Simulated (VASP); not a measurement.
# BN (I-4m2) in VASP: further runs, part 2 of 3

VASP 6.6.1. Earlier steps stand in the parts before.

### 5 Single point, PBE

This run uses another cell than the first one, of the same volume but with other edges.

File INCAR:

```
SYSTEM = BN
PREC     = Accurate       ! precision mode
ENCUT    = 520            ! plane-wave cutoff, eV
EDIFF    = 1E-6           ! SCF threshold, eV
ISMEAR   = 0              ! smearing method
SIGMA    = 0.05           ! smearing width, eV
LREAL    = .False.        ! projectors in reciprocal space
LASPH    = .True.         ! aspherical terms in the spheres
NELM     = 80             ! most SCF steps
ALGO     = Normal         ! electronic algorithm
ISIF     = 2              ! what is computed and relaxed
LWAVE    = .False.        ! write WAVECAR
LCHARG   = .True.         ! write CHGCAR
GGA      = PE             ! functional
LELF     = .True.         ! ELF
LVHAR    = .True.       
NBANDS   = 11             ! bands
```

File KPOINTS:

```
regular mesh
0
Gamma
  12 12 12
  0 0 0
```

File POSCAR:

```
BN
1.0
    0.0000000000      2.0922035276      1.3599322929
    2.0922035276      0.0000000000      1.3599322929
    2.0922035276      2.0922035276      0.0000000000
B N
1 1
Direct
    0.0000000000      0.0000000000      0.0000000000
    0.7500000000      0.7500000000      0.7500000000
```

Potentials or basis: VASP PAW PBE potentials, release 64 (B, N).

Command:

```sh
cat potpaw_PBE.64/B/POTCAR potpaw_PBE.64/N/POTCAR > POTCAR
mpirun -np 1 vasp_std > vasp.out
```

OUTCAR:

```text
SYSTEM = BN
   PREC = Accurate
   ENCUT = 520
   EDIFF = 1E-6
   ISMEAR = 0
   LREAL = .False.
   LASPH = .True.
   NELM = 80
   ISIF = 2
   GGA = PE

 ion  position               nearest neighbor table
   1  0.000  0.000  0.000-   2 1.63   2 1.63   2 1.63   2 1.63
   2  0.750  0.750  0.750-   1 1.63   1 1.63   1 1.63   1 1.63

  LATTYP: Found a body centered tetragonal cell.
 ALAT       =     2.9588226040
 C/A-ratio  =     0.9192388155

  Lattice vectors:

 A1 = (   0.0000000000,  -2.0922035276,  -1.3599322929)
 A2 = (   0.0000000000,   2.0922035276,  -1.3599322929)
 A3 = (   2.0922035276,   0.0000000000,   1.3599322929)

Analysis of symmetry for initial positions (statically):
=====================================================================
 Subroutine PRICEL returns:
 Original cell was already a primitive cell.

 Routine SETGRP: Setting up the symmetry group for a
 body centered tetragonal supercell.

 Subroutine GETGRP returns: Found  8 space group operations
 (whereof  8 operations were pure point group operations)
 out of a pool of 16 trial point group operations.

The static configuration has the point symmetry D_2d.

Analysis of symmetry for dynamics (positions and initial velocities):
=====================================================================
 Subroutine PRICEL returns:
 Original cell was already a primitive cell.

 Routine SETGRP: Setting up the symmetry group for a
 body centered tetragonal supercell.

 Subroutine GETGRP returns: Found  8 space group operations
 (whereof  8 operations were pure point group operations)
 out of a pool of 16 trial point group operations.

The dynamic configuration has the point symmetry D_2d.

 Subroutine INISYM returns: Found  8 space group operations
 (whereof  8 operations are pure point group operations),
 and found     1 'primitive' translations

----------------------------------------------------------------------------------------

                                     Primitive cell

  volume of cell :      11.9057

  direct lattice vectors                    reciprocal lattice vectors
     0.000000000  2.092203528  1.359932293    -0.238982486  0.238982486  0.367665363
     2.092203528  0.000000000  1.359932293     0.238982486 -0.238982486  0.367665363
     2.092203528  2.092203528  0.000000000     0.238982486  0.238982486 -0.367665363

  length of vectors
     2.495341949  2.495341949  2.958822604     0.499402719  0.499402719  0.499402719

  position of ions in fractional coordinates (direct lattice)
     0.000000000  0.000000000  0.000000000
     0.750000000  0.750000000  0.750000000

  ion indices of the primitive-cell ions
   primitive index   ion index
                 1           1
                 2           2

----------------------------------------------------------------------------------------

 KPOINTS: regular mesh

Automatic generation of k-mesh.
 Grid dimensions read from file:
 generate k-points for:   12   12   12

 Generating k-lattice:

  Cartesian coordinates                     Fractional coordinates (reciprocal lattice)
    -0.019915207  0.019915207  0.030638780     0.083333333  0.000000000  0.000000000
     0.019915207 -0.019915207  0.030638780     0.000000000  0.083333333  0.000000000
     0.019915207  0.019915207 -0.030638780     0.000000000  0.000000000  0.083333333

  Length of vectors
     0.041616893  0.041616893  0.041616893

  Shift w.r.t. Gamma in fractional coordinates (k-lattice)
     0.000000000  0.000000000  0.000000000

 Subroutine IBZKPT returns following result:
 ===========================================

 Found    163 irreducible k-points:

 Following reciprocal coordinates:
            Coordinates               Weight
  0.000000  0.000000  0.000000      1.000000
  0.083333  0.000000  0.000000      8.000000
  0.166667  0.000000  0.000000      8.000000
  0.250000  0.000000  0.000000      8.000000
  0.333333  0.000000  0.000000      8.000000
  0.416667  0.000000  0.000000      8.000000
[... 16 lines left out ...]
  0.500000  0.166667  0.000000      8.000000
 -0.416667  0.166667  0.000000      8.000000
 [... further k-points ...]
   k-points           NKPTS =    163   k-points in BZ     NKDIM =    163   number of bands    NBANDS=     11
   number of dos      NEDOS =    301   number of ions     NIONS =      2
   total plane-waves  NPLWV =   9600
   dimension x,y,z NGX =    20 NGY =   20 NGZ =   24
   dimension x,y,z NGXF=    40 NGYF=   40 NGZF=   48
   ions per type =               1   1
   NGX,Y,Z   is equivalent  to a cutoff of  13.32, 13.32, 13.48 a.u.
   NGXF,Y,Z  is equivalent  to a cutoff of  26.65, 26.65, 26.97 a.u.
 SYSTEM =  BN
   PREC   = accura    normal or accurate (medium, high low for compatibility)
   ISTART =      0    job   : 0-new  1-cont  2-samecut
   ICHARG =      2    charge: 1-file 2-atom 10-const
   ISPIN  =      1    spin polarized calculation?
   LNONCOLLINEAR =      F non collinear calculations
   LSORBIT =      F    spin-orbit coupling
   LASPH  =      T    aspherical Exc in radial PAW
   ENCUT  =  520.0 eV  38.22 Ry    6.18 a.u.   4.64  4.64  5.50*2*pi/ulx,y,z
   NELM   =     80;   NELMIN=  2; NELMDL= -5     # of ELM steps
   EDIFF  = 0.1E-05   stopping-criterion for ELM
   LREAL  =      F    real-space projection
   EDIFFG = 0.1E-04   stopping-criterion for IOM
   NSW    =      0    number of steps for IOM
   IBRION =     -1    ionic relax: 0-MD 1-quasi-New 2-CG
   NFREE  =      0    steps in history (QN), initial steepest desc. (CG)
   ISIF   =      2    stress and relaxation
   ISYM   =      2    0-nonsym 1-usesym 2-fastsym
   POTIM  = 0.5000    time-step for ionic-motion
   TEBEG  =    0.0;   TEEND  =   0.0 temperature during run
   PSTRESS=    0.0 pullay stress
   NELECT =       8.0000    total number of electrons
   NUPDOWN=      -1.0000    fix difference up-down
   EMIN   =  10.00;   EMAX   =-10.00  energy-range for DOS
   EFERMI =   0.00;   METHOD = LEGACY
   ISMEAR =     0;   SIGMA  =   0.05  broadening in eV -4-tet -1-fermi 0-gaus
   EFERMI_NEDOS =   21; number of points for ismear=-14 and -15
   IALGO  =     38    algorithm
   IMIX   =      4    mixing-type and parameters
     AMIX     =   0.40;   BMIX     =  1.00
     AMIX_MAG =   1.60;   BMIX_MAG =  1.00
  volume/ion in A,a.u.               =       5.95        40.17
  Fermi-wavevector in a.u.,A,eV,Ry     =   1.433903  2.709684 27.974638  2.056078
  Thomas-Fermi vector in A             =   2.553370
   LORBIT       =      0    0 simple, 1 ext, 2 COOP (PROOUT), +10 PAW based schemes
   GGA     = PE    functional components
   LHFCALC =     F    Hartree Fock is set to
   AEXX    =    0.0000 exact exchange contribution
   IVDW    =     0    specifies the selected vdW correction
   LEPSILON=     F    determine dielectric tensor
   LRPA    =     F    only Hartree local field effects (RPA)
 non-spin polarized calculation
 Gauss-broadening in eV      SIGMA  =   0.05
  energy-cutoff  :      520.00
  volume of cell :       11.91
 maximum number of plane-waves:       331
   NGX =  9   NGY =  9   NGZ = 11

 number of electron       8.0000001 magnetization

 Free energy of the ion-electron system (eV)
  ---------------------------------------------------
  ext. energy  EPLUGINS =         0.00000000
  ---------------------------------------------------
  free energy    TOTEN  =       -15.53944222 eV

  energy without entropy =      -15.53940789  energy(sigma->0) =      -15.53942505

 E-fermi :   9.4408     XC(G=0): -12.9794

 val. band max:        9.2560307056   @ k =   0.0833   0.0000   0.0833
 cond. band min:       9.4415406519   @ k =   0.4167   0.4167   0.0000
 fundamental gap:      0.1855099463
 Fermi energy:         9.4408048209

 k-point     1 :       0.0000    0.0000    0.0000
  band No.  band energies     occupation
      1     -12.4908      2.00000
      2       6.6858      2.00000
      3       6.6858      2.00000
      4       9.5161      0.03321
      5      16.1475      0.00000
      6      16.6930      0.00000
      7      18.9134      0.00000
      8      18.9134      0.00000
      9      25.8548      0.00000
     10      31.1830      0.00000
     11      31.8496      0.00000
[... 309 lines left out ...]
 k-point    24 :      -0.4167    0.1667    0.0000
  band No.  band energies     occupation
      1      -7.8862      2.00000
      2      -0.7469      2.00000
      3       2.5541      2.00000
      4       5.8525      2.00000
      5      12.8220      0.00000
      6      18.7739      0.00000
      7      19.1024      0.00000
      8      21.9113      0.00000
      9      30.1151      0.00000
     10      32.2067      0.00000
     11      33.3351      0.00000

 [... further k-points ...]
[... 5 lines left out ...]
  --------------------------------------------------------------------------------------
  -------------------------------------------------------------------------------------
  Total       -4.2624509     -4.2624509      7.2120288      0.0000000     -0.0000000     -0.0000000
  in kB     -573.6075148   -573.6075148    970.5387810      0.0000000     -0.0000000     -0.0000000
  external PRESSURE =     -58.8920828 kB  Pullay stress =       0.0000000 kB

 VOLUME and BASIS-vectors are now :
 -----------------------------------------------------------------------------
  energy-cutoff  :      520.00
  volume of cell :       11.91
      direct lattice vectors                 reciprocal lattice vectors
     0.000000000  2.092203528  1.359932293    -0.238982486  0.238982486  0.367665363
     2.092203528  0.000000000  1.359932293     0.238982486 -0.238982486  0.367665363
     2.092203528  2.092203528  0.000000000     0.238982486  0.238982486 -0.367665363

 POSITION                                       TOTAL-FORCE (eV/Angst)
 -----------------------------------------------------------------------------------
      0.00000      0.00000      0.00000         0.000000      0.000000      0.000000
      3.13831      3.13831      2.03990        -0.000000     -0.000000     -0.000000
 -----------------------------------------------------------------------------------
    total drift:                               -0.000000     -0.000000      0.000000

  FREE ENERGIE OF THE ION-ELECTRON SYSTEM (eV)
  ---------------------------------------------------
  free  energy   TOTEN  =       -15.5394422194 eV

  energy  without entropy=      -15.5394078856  energy(sigma->0) =      -15.53942505
```

Wall time 38 s (1 thread of AMD EPYC 7R13, shared host); peak memory 0.11 GiB.

Results:

```yaml
Free_energy: -15.5394 eV
Pressure: -5.9 GPa
Band_gap_on_the_k_mesh: zero (band 4 reaches 9.52 eV, above the bottom of band 5 at 9.44 eV)
```

(Continued in part 3 of 3.)
